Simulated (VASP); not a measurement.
Here is a VASP 6.6.1 calculation.

INCAR

```
SYSTEM = AlN
  PREC = Accurate
  ENCUT = 520
  EDIFF = 1E-6
  ISMEAR = -1
  SIGMA = 0.1
  LREAL = .False.
  LASPH = .True.
  NELM = 100
  ALGO = Normal
  ISIF = 2
  LWAVE = .False.
  LCHARG = .True.
  GGA = PS
  LELF = .True.
  LVHAR = .True.
  NBANDS = 11
```

Contents of KPOINTS:

```
Automatic mesh
0
Gamma
  17 17 17
  0 0 0
```

The input POSCAR:

```
AlN
1.0
    0.0000000000      1.6571684630      1.6571684630
    1.6571684630      0.0000000000      1.6571684630
    1.6571684630      1.6571684630      0.0000000000
Al N
1 1
Direct
    0.0000000000      0.0000000000      0.0000000000
    0.5000000000      0.5000000000      0.5000000000
```

Potentials or basis: VASP PAW PBE potentials, release 64 (Al, N).

The run is started by

```sh
$ cat potpaw_PBE.64/Al/POTCAR potpaw_PBE.64/N/POTCAR > POTCAR
$ mpirun -np 1 vasp_std > vasp.out
```

Question: What does it give for the pressure?

Answer: 503.7 GPa.

Question: Predict the band gap on the k mesh.

Answer: 3.08 eV, indirect (least direct gap 7.72 eV).

Caveat: the PAW data sets were made with another functional, which shifts forces and pressure a little. A k mesh can miss the band edges.
